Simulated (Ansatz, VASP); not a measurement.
# Two plane-wave programs on Si6Ru

```
Si Ru
1.0
     0.00000    3.84872    4.06977
     3.83135    0.00000    4.06977
     3.83135    3.84872    0.00000
Si Ru
6 1
Direct
  0.43702 0.89051 0.88523
  0.89051 0.43702 0.78724
  0.11477 0.21276 0.56298
  0.21276 0.11477 0.10949
  0.76066 0.41018 0.23934
  0.41018 0.76066 0.58982
  0.83664 0.83664 0.16336
```

Alike in both runs: task relaxation of cell and atoms; functional PBE; k mesh 4 × 4 × 4; occupations gaussian, width 0.2 eV; no spin polarisation.

|  | VASP | Ansatz |
| --- | --- | --- |
| version | VASP 6.6.1 | Ansatz 0.2.0 |
| potentials or method | VASP PAW PBE potentials, release 64 (Si, Ru_pv), cutoff 600 eV | scalar-relativistic, plane waves, PAW |
| valence electrons in the cell | 38 | 40 |

VASP gave:

```
gap on the k mesh at the Fermi level, each at its own relaxed structure (eV) : none
relaxed volume (Å³/atom)                                                     : 14.77
relaxed cell length with the largest relative difference (Å)                 : 5.814
```

Q: What did Ansatz give for the same quantities?

A: gap on the k mesh at the Fermi level, each at its own relaxed structure (eV): none; relaxed volume (Å³/atom): 14.78; relaxed cell length with the largest relative difference (Å): 5.826.

A gap of «none» marks a metal or a gap that the smearing closes. VASP's potentials hold 38 valence electrons a cell and Ansatz's 40, so a difference there can come from the potentials and not from the codes.
